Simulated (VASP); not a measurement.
Wanted: the native input for a VASP 6.6.1 run.

| Quantity | Value |
| --- | --- |
| Task | single point |
| Functional | PBEsol |
| Potentials or basis | VASP PAW PBE potentials, release 64 (K_sv, Ta_pv, O) |
| Cutoff | 520 eV |
| k mesh | 8 × 8 × 8 |
| Occupations | gaussian, width 0.02 eV |
| Spin | no spin polarisation |
| Dipole correction | no |
| Further INCAR settings | ALGO = Normal; EDIFF = 1e-06; NBANDS = 27 |

The structure of KTaO3 lies in POSCAR:

```
KTaO3
1.0
    3.8660436127      0.0000000000      0.0000000000
    0.0000000000      3.8660436127      0.0000000000
    0.0000000000      0.0000000000      3.8660436127
K Ta O
1 1 3
Direct
    0.5000000000      0.5000000000      0.5000000000
    0.0000000000      0.0000000000      0.0000000000
    0.0000000000      0.5000000000      0.0000000000
    0.0000000000      0.0000000000      0.5000000000
    0.5000000000      0.0000000000      0.0000000000
```

This cell differs from its parent crystal: equal strain along all axes, cell held: -3.0 %.

The input as run:

INCAR

```
  ALGO = Normal
  EDIFF = 1E-6
  ENCUT = 520
  GGA = PS
  ISIF = 2
  ISMEAR = 0
  LASPH = True
  LCHARG = False
  LREAL = False
  LWAVE = False
  NBANDS = 27
  NELM = 80
  PREC = Accurate
  SIGMA = 0.02
```

KPOINTS

```
k-points
0
Gamma
  8 8 8
```

Potentials or basis: VASP PAW PBE potentials, release 64 (K_sv, Ta_pv, O).

Run with:

```bash
$ cat potpaw_PBE.64/K_sv/POTCAR potpaw_PBE.64/Ta_pv/POTCAR potpaw_PBE.64/O/POTCAR > POTCAR
$ mpirun -np 1 vasp_std > vasp.out
```

Results of the run:

The pressure is 23.9 GPa. The band gap on the k mesh is 2.26 eV (least direct gap 2.82 eV).

Caveat: the cell differs from its parent crystal (equal strain along all axes, cell held: -3.0 %); the cell stands under pressure; the PAW data sets were made with another functional, which shifts forces and pressure a little; spin-orbit coupling is left out, which moves the levels of the heavy elements.

Run time: 84 s on 1 thread of Intel Xeon 8259CL, on a shared host, peak memory 0.2 GiB.
